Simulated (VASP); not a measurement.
A run of VASP 6.6.1:

The input INCAR:

```
PREC = Accurate
ENCUT = 520
EDIFF = 1E-6
ISMEAR = 0
SIGMA = 0.1
LREAL = F
LASPH = T
NELM = 80
ALGO = Normal
ISIF = 2
LWAVE = F
LCHARG = T
GGA = PE
LELF = T
LVHAR = T
NBANDS = 30
```

The input KPOINTS:

```
Automatic mesh
0
Gamma
  4 4 4
```

File POSCAR:

```
KNa3Ge
1.0
    5.1061290100      0.0000000000      0.0000000000
    0.0000000000      5.1061290100      0.0000000000
    0.0000000000      0.0000000000      5.1061290100
K Na Ge
1 3 1
Direct
    0.0000000000      0.0000000000      0.0000000000
    0.0000000000      0.5000000000      0.5000000000
    0.5000000000      0.0000000000      0.5000000000
    0.5000000000      0.5000000000      0.0000000000
    0.5000000000      0.5000000000      0.5000000000
```

Potentials or basis: VASP PAW PBE potentials, release 64 (K_sv, Na_pv, Ge_d).

The run is started by

```console
$ cat potpaw_PBE.64/K_sv/POTCAR potpaw_PBE.64/Na_pv/POTCAR potpaw_PBE.64/Ge_d/POTCAR > POTCAR
$ mpirun -np 1 vasp_std > vasp.out
```

Hardware: 1 thread of Intel(R) Xeon(R) 6975P-C (Granite Rapids), with other jobs on the host.

Q: How long does it take, and how much memory?

A: It took 21 s on 1 thread of Intel(R) Xeon(R) 6975P-C (Granite Rapids), on a shared host, peak memory 0.25 GiB. Counts: scf iterations 15, k points 10.
